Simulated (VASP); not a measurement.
# Ti (P-1) in VASP: single point with PBE

Aim: the single point of Ti with PBE.

All numbers are computed with VASP 6.6.1; they aren't measurements. Logs are shortened: lines on timing, memory, paths and dates and some standing lists are left out, and cuts for length are marked.

## (1) The cell of the first run

The typed cell holds 2 atoms: a = 2.938 Å, b = 2.938 Å, c = 4.651 Å, α = 90.00°, β = 90.00°, γ = 120.00°.

## (2) Single point, PBE (atoms displaced along several vibrational modes)

Contents of INCAR:

```
PREC = Accurate ; ENCUT = 520
EDIFF = 1E-6 ; ISMEAR = 0
SIGMA = 0.15 ; LREAL = False
LASPH = True ; NELM = 60
ALGO = Fast ; ISIF = 2
LWAVE = False ; LCHARG = False
GGA = PE ; NBANDS = 19
```

Contents of KPOINTS:

```
Automatic mesh
0
Gamma
  18 18 10
```

Contents of POSCAR:

```
Ti
1.0
    2.9382568838      0.0000000000      0.0000000000
   -1.4691284419      2.5446051042      0.0000000000
    0.0000000000      0.0000000000      4.6505573013
Ti
2
Direct
    0.3078079954      0.6666666667      0.2158105492
    0.6921920046      0.3333333333      0.7841894508
```

Potentials or basis: VASP PAW PBE potentials, release 64 (Ti_sv).

On the command line:

```console
$ cat potpaw_PBE.64/Ti_sv/POTCAR > POTCAR
$ mpirun -np 1 vasp_std > vasp.out
```

OUTCAR:

```text
PREC = Accurate
   ENCUT = 520
   EDIFF = 1E-6
   ISMEAR = 0
   LREAL = False
   LASPH = True
   NELM = 60
   ISIF = 2
   GGA = PE

 ion  position               nearest neighbor table
   1  0.308  0.667  0.216-   2 2.55   2 2.63   2 2.71
   2  0.692  0.333  0.784-   1 2.55   1 2.63   1 2.71

  LATTYP: Found a hexagonal cell.
 ALAT       =     2.9382568838
 C/A-ratio  =     1.5827606248

  Lattice vectors:

 A1 = (   2.9382568838,   0.0000000000,   0.0000000000)
 A2 = (  -1.4691284419,   2.5446051042,   0.0000000000)
 A3 = (   0.0000000000,   0.0000000000,   4.6505573013)

Analysis of symmetry for initial positions (statically):
=====================================================================
 Subroutine PRICEL returns:
 Original cell was already a primitive cell.

 Routine SETGRP: Setting up the symmetry group for a
 hexagonal supercell.

 Subroutine GETGRP returns: Found  2 space group operations
 (whereof  2 operations were pure point group operations)
 out of a pool of 24 trial point group operations.

The static configuration has the point symmetry S_2 .

Analysis of symmetry for dynamics (positions and initial velocities):
=====================================================================
 Subroutine PRICEL returns:
 Original cell was already a primitive cell.

 Routine SETGRP: Setting up the symmetry group for a
 hexagonal supercell.

 Subroutine GETGRP returns: Found  2 space group operations
 (whereof  2 operations were pure point group operations)
 out of a pool of 24 trial point group operations.

The dynamic configuration has the point symmetry S_2 .

 Subroutine INISYM returns: Found  2 space group operations
 (whereof  2 operations are pure point group operations),
 and found     1 'primitive' translations

----------------------------------------------------------------------------------------

                                     Primitive cell

  volume of cell :      34.7708

  direct lattice vectors                    reciprocal lattice vectors
     2.938256884  0.000000000  0.000000000     0.340337840  0.196494143  0.000000000
    -1.469128442  2.544605104  0.000000000     0.000000000  0.392988287  0.000000000
     0.000000000  0.000000000  4.650557301     0.000000000  0.000000000  0.215027992

  length of vectors
     2.938256884  2.938256884  4.650557301     0.392988287  0.392988287  0.215027992

  position of ions in fractional coordinates (direct lattice)
[... 78 lines left out ...]
   NELM   =     60;   NELMIN=  2; NELMDL= -5     # of ELM steps
   EDIFF  = 0.1E-05   stopping-criterion for ELM
   LREAL  =      F    real-space projection
   EDIFFG = 0.1E-04   stopping-criterion for IOM
   NSW    =      0    number of steps for IOM
   IBRION =     -1    ionic relax: 0-MD 1-quasi-New 2-CG
   NFREE  =      0    steps in history (QN), initial steepest desc. (CG)
   ISIF   =      2    stress and relaxation
   ISYM   =      2    0-nonsym 1-usesym 2-fastsym
   POTIM  = 0.5000    time-step for ionic-motion
   TEBEG  =    0.0;   TEEND  =   0.0 temperature during run
   PSTRESS=    0.0 pullay stress
   NELECT =      24.0000    total number of electrons
   NUPDOWN=      -1.0000    fix difference up-down
   EMIN   =  10.00;   EMAX   =-10.00  energy-range for DOS
   EFERMI =   0.00;   METHOD = LEGACY
   ISMEAR =     0;   SIGMA  =   0.15  broadening in eV -4-tet -1-fermi 0-gaus
   EFERMI_NEDOS =   21; number of points for ismear=-14 and -15
   IALGO  =     68    algorithm
   IMIX   =      4    mixing-type and parameters
     AMIX     =   0.40;   BMIX     =  1.00
     AMIX_MAG =   1.60;   BMIX_MAG =  1.00
  volume/ion in A,a.u.               =      17.39       117.32
  Fermi-wavevector in a.u.,A,eV,Ry     =   1.446795  2.734045 28.479911  2.093214
  Thomas-Fermi vector in A             =   2.564823
   LORBIT       =      0    0 simple, 1 ext, 2 COOP (PROOUT), +10 PAW based schemes
   GGA     = PE    functional components
   LHFCALC =     F    Hartree Fock is set to
   AEXX    =    0.0000 exact exchange contribution
   IVDW    =     0    specifies the selected vdW correction
   LEPSILON=     F    determine dielectric tensor
   LRPA    =     F    only Hartree local field effects (RPA)
 non-spin polarized calculation
 RMM-DIIS sequential band-by-band and
 Gauss-broadening in eV      SIGMA  =   0.15
  energy-cutoff  :      520.00
  volume of cell :       34.77
 maximum number of plane-waves:       965
 NGX is ok and might be reduce to    24
   NGX = 11   NGY = 11   NGZ = 17

 number of electron      23.9999994 magnetization

 Free energy of the ion-electron system (eV)
  ---------------------------------------------------
  ext. energy  EPLUGINS =         0.00000000
  ---------------------------------------------------
  free energy    TOTEN  =       -15.42964019 eV

  energy without entropy =      -15.40576617  energy(sigma->0) =      -15.41770318

 E-fermi :   8.3168     XC(G=0): -11.4456

 val. band max:        8.3167985377   @ k =  -0.1111  -0.0556   0.2000
 cond. band min:       8.3168518712   @ k =  -0.0556   0.1667   0.4000
 fundamental gap:      0.0000533335
 Fermi energy:         8.3168255516

 k-point     1 :       0.0000    0.0000    0.0000
  band No.  band energies     occupation
      1     -48.5663      2.00000
      2     -48.3478      2.00000
      3     -25.2120      2.00000
      4     -24.5351      2.00000
      5     -24.4749      2.00000
      6     -24.3796      2.00000
[... 505 lines left out ...]
      6     -24.6223      2.00000
[... 11 lines left out ...]
     18      12.0232      0.00000
     19      12.2481      0.00000

 [... further k-points ...]

------------------------ aborting loop because EDIFF is reached ----------------------------------------

  FORCE on cell =-STRESS in cart. coord.  units (eV):
  Direction    XX          YY          ZZ          XY          YZ          ZX
  --------------------------------------------------------------------------------------
  -------------------------------------------------------------------------------------
  Total        0.5170124      0.4434392      1.5045261      0.5654143      0.0034708      0.1514362
  in kB       23.8229942     20.4328780     69.3258396     26.0532672      0.1599282      6.9779041
  external PRESSURE =      37.8605706 kB  Pullay stress =       0.0000000 kB

 VOLUME and BASIS-vectors are now :
 -----------------------------------------------------------------------------
  energy-cutoff  :      520.00
  volume of cell :       34.77
      direct lattice vectors                 reciprocal lattice vectors
     2.938256884  0.000000000  0.000000000     0.340337840  0.196494143  0.000000000
    -1.469128442  2.544605104  0.000000000     0.000000000  0.392988287  0.000000000
     0.000000000  0.000000000  4.650557301     0.000000000  0.000000000  0.215027992

 POSITION                                       TOTAL-FORCE (eV/Angst)
 -----------------------------------------------------------------------------------
     -0.07500      1.69640      1.00364         0.158420     -0.009795      1.813205
      1.54413      0.84820      3.64692        -0.158420      0.009795     -1.813205
 -----------------------------------------------------------------------------------
    total drift:                               -0.000000      0.000000      0.000000

  FREE ENERGIE OF THE ION-ELECTRON SYSTEM (eV)
  ---------------------------------------------------
  free  energy   TOTEN  =       -15.4296401900 eV

  energy  without entropy=      -15.4057661695  energy(sigma->0) =      -15.41770318
```

OSZICAR:

```text
N       E                     dE             d eps       ncg     rms          rms(c)
DAV:   1     0.266271614688E+03    0.26627E+03   -0.13055E+04 61800   0.158E+03
DAV:   2     0.134291223773E+02   -0.25284E+03   -0.24873E+03 63335   0.443E+02
DAV:   3    -0.160519966837E+02   -0.29481E+02   -0.29074E+02115733   0.124E+02
[... 31 lines left out ...]
RMM:  35    -0.154296360115E+02   -0.17951E-05   -0.21210E-05 86876   0.253E-02    0.359E-02
RMM:  36    -0.154296373302E+02   -0.13187E-05   -0.16400E-05 81823   0.228E-02    0.365E-02
RMM:  37    -0.154296384909E+02   -0.11606E-05   -0.14108E-05 82974   0.212E-02    0.374E-02
RMM:  38    -0.154296393920E+02   -0.90117E-06   -0.11835E-05 78754   0.194E-02    0.377E-02
RMM:  39    -0.154296401900E+02   -0.79791E-06   -0.96534E-06 76498   0.180E-02
   1 F= -.15429640E+02 E0= -.15417703E+02  d E =-.238740E-01
```

stdout:

```text
POSCAR found type information on POSCAR Ti
 POSCAR found :  1 types and       2 ions
 scaLAPACK will be used
 LDA part: xc-table for (Slater+PW92), standard interpolation
 POSCAR, INCAR and KPOINTS ok, starting setup
 FFT: planning ... GRIDC
 FFT: planning ... GRID_SOFT
 FFT: planning ... GRID
 WAVECAR not read
 entering main loop
WARNING in EDDRMM: call to ZHEGV failed, returncode =   8  4     18
WARNING in EDDRMM: call to ZHEGV failed, returncode =   8  4     14
WARNING in EDDRMM: call to ZHEGV failed, returncode =   6  3     11
WARNING in EDDRMM: call to ZHEGV failed, returncode =   6  3     17
WARNING in EDDRMM: call to ZHEGV failed, returncode =   8  4      3
WARNING in EDDRMM: call to ZHEGV failed, returncode =   6  3     14
WARNING in EDDRMM: call to ZHEGV failed, returncode =   8  4     10
WARNING in EDDRMM: call to ZHEGV failed, returncode =   6  3      6
WARNING in EDDRMM: call to ZHEGV failed, returncode =   8  4      8
WARNING in EDDRMM: call to ZHEGV failed, returncode =   6  3     11
[... 57 lines left out ...]
WARNING in EDDRMM: call to ZHEGV failed, returncode =   6  3      8
WARNING in EDDRMM: call to ZHEGV failed, returncode =   8  4     17
WARNING in EDDRMM: call to ZHEGV failed, returncode =   8  4      9
WARNING in EDDRMM: call to ZHEGV failed, returncode =   6  3      9
WARNING in EDDRMM: call to ZHEGV failed, returncode =   6  3     10
WARNING in EDDRMM: call to ZHEGV failed, returncode =   6  3      5
WARNING in EDDRMM: call to ZHEGV failed, returncode =   8  4      8
WARNING in EDDRMM: call to ZHEGV failed, returncode =   6  3     16
WARNING in EDDRMM: call to ZHEGV failed, returncode =   8  4      5
WARNING in EDDRMM: call to ZHEGV failed, returncode =   6  3      6
```

Run time: 39 min. Hardware: 1 thread of AMD EPYC 9R45 (Zen 5), shared host; peak memory 0.86 GiB.

Results:

```
Free energy            : -15.4296 eV
Pressure               : 3.8 GPa
Largest force          : 1.820 eV/Å
Band gap on the k mesh : zero (bands 12 and 13 overlap by 1.03 eV)
```

Forces in eV/Å, atoms in the order of the input:
```
Ti   0.158 -0.010  1.813
Ti  -0.158  0.010 -1.813
```

Caveat: the cell differs from its parent crystal (atoms displaced along several vibrational modes); the cell stands under pressure; forces of over 1 eV/Å act on the atoms, so gaps and moduli don't describe the material at rest.
